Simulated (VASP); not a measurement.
Wanted: the native input for a VASP 6.6.1 run.

```
Task                   : single point
Functional             : PBE
Potentials or basis    : VASP PAW PBE potentials, release 64 (Cu)
Cutoff                 : 520 eV
k mesh                 : 11 × 11 × 11
Occupations            : fermi-dirac, width 0.05 eV
Spin                   : no spin polarisation
Dipole correction      : no
Further INCAR settings : ALGO = Normal; EDIFF = 1e-06; NBANDS = 18
```

The structure of Cu lies in POSCAR:

```
Cu
1.0
    0.0000000000      2.4627820114      2.4627820114
    2.4627820114      0.0000000000      2.4627820114
    2.4627820114      2.4627820114      0.0000000000
Cu
2
Direct
   -0.1250000000     -0.1250000000     -0.1250000000
    0.1250000000      0.1250000000      0.1250000000
```

One way to write it, as run:

INCAR

```
PREC = Accurate
ENCUT = 520
EDIFF = 1E-6
ISMEAR = -1
SIGMA = 0.05
LREAL = False
LASPH = True
NELM = 80
ALGO = Normal
ISIF = 2
LWAVE = False
LCHARG = False
GGA = PE
NBANDS = 18
```

KPOINTS

```
Automatic mesh
0
Gamma
  11 11 11
```

Potentials or basis: VASP PAW PBE potentials, release 64 (Cu).

Run with:

```console
$ cat potpaw_PBE.64/Cu/POTCAR > POTCAR
$ mpirun -np 1 vasp_std > vasp.out
```

Results of the run:

The pressure is 25.5 GPa and the band gap on the k mesh is zero (band 11 reaches 5.58 eV, above the bottom of band 12 at 4.80 eV).

Wall time 13 s on 1 thread of Intel(R) Xeon(R) 6975P-C (Granite Rapids) (shared host), peak memory 0.16 GiB.
